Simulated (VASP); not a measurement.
Here is a VASP 6.6.1 calculation.

Contents of INCAR:

```
SYSTEM = Si
ALGO = Normal
EDIFF = 1E-6
ENCUT = 520
GGA = PE
ISIF = 2
ISMEAR = 0
LASPH = .TRUE.
LCHARG = .TRUE.
LELF = .TRUE.
LREAL = .FALSE.
LVHAR = .TRUE.
LWAVE = .FALSE.
NBANDS = 16
NELM = 80
PREC = Accurate
SIGMA = 0.05
```

KPOINTS

```
k-points
0
G
  12 12 6
  0 0 0
```

POSCAR

```
Si
1.0
    3.8510822046      0.0000000000      0.0000000000
   -1.9255411023      3.3351350212      0.0000000000
    0.0000000000      0.0000000000      6.3646810974
Si
4
Direct
    0.3333333333      0.6666666667      0.0535050491
    0.6666666667      0.3333333333      0.5535050491
    0.3333333333      0.6666666667      0.4464949509
    0.6666666667      0.3333333333      0.9464949509
```

Potentials or basis: VASP PAW PBE potentials, release 64 (Si).

The run is started by

```bash
$ cat potpaw_PBE.64/Si/POTCAR > POTCAR
$ mpirun -np 1 vasp_std > vasp.out
```

Question: Predict the band gap on the k mesh.

Answer: Zero (band 8 reaches 6.19 eV, above the bottom of band 9 at 6.16 eV).

Question: Predict the largest force.

Answer: 1.261 eV/Å.

Question: Predict the pressure.

Answer: 0.5 GPa.

Stress tensor (GPa, compression positive):
```
 2.54  0.00  0.00
 0.00  2.54  0.00
 0.00  0.00 -3.58
```

Caveat: forces of over 1 eV/Å act on the atoms, so gaps and moduli don't describe the material at rest.
